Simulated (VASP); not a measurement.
Os:

```
CELL_PARAMETERS angstrom
2.49000 0.00000 0.00000
0.00000 2.49000 0.00000
0.00000 0.00000 2.49000
ATOMIC_POSITIONS crystal
Os 0.00000 0.00000 0.00000
```

```yaml
Program: VASP 6.6.1
Task: relaxation of cell and atoms
Functional: LDA
Potentials_or_basis: VASP PAW LDA potentials, release 64 (Os)
Cutoff: 600 eV
k_mesh: 9 × 9 × 9
Occupations: fermi-dirac, width 0.05 eV
Spin: no spin polarisation
```

At the start: pressure 10.7 GPa; volume 15.44 Å³/atom.

Problem. How do energy, volume and symmetry change on relaxing?

Solution. Over 4 steps the energy falls by 16.1 meV/atom and the volume is 15.93 Å³/atom (+3.2 %); space group Pm-3m (No. 221, to 0.05 Å).

Step by step:
```csv
step,energy change (eV),largest force (eV/Å),pressure (GPa),volume (Å³)
1,0.0000,0.0000,10.73,15.44
2,0.1695,0.0000,-27.56,17.86
3,-0.0161,0.0000,-0.52,15.96
4,-0.0161,0.0000,-0.01,15.93
```

Final structure:
```cif
data_structure
_symmetry_space_group_name_H-M 'P 1'
_symmetry_Int_Tables_number 1
_cell_length_a 2.5164
_cell_length_b 2.5164
_cell_length_c 2.5164
_cell_angle_alpha 90.000
_cell_angle_beta 90.000
_cell_angle_gamma 90.000
_cell_volume 15.93
loop_
_atom_site_label
_atom_site_type_symbol
_atom_site_fract_x
_atom_site_fract_y
_atom_site_fract_z
_atom_site_occupancy
Os1 Os 0.00000 0.00000 0.00000 1
```
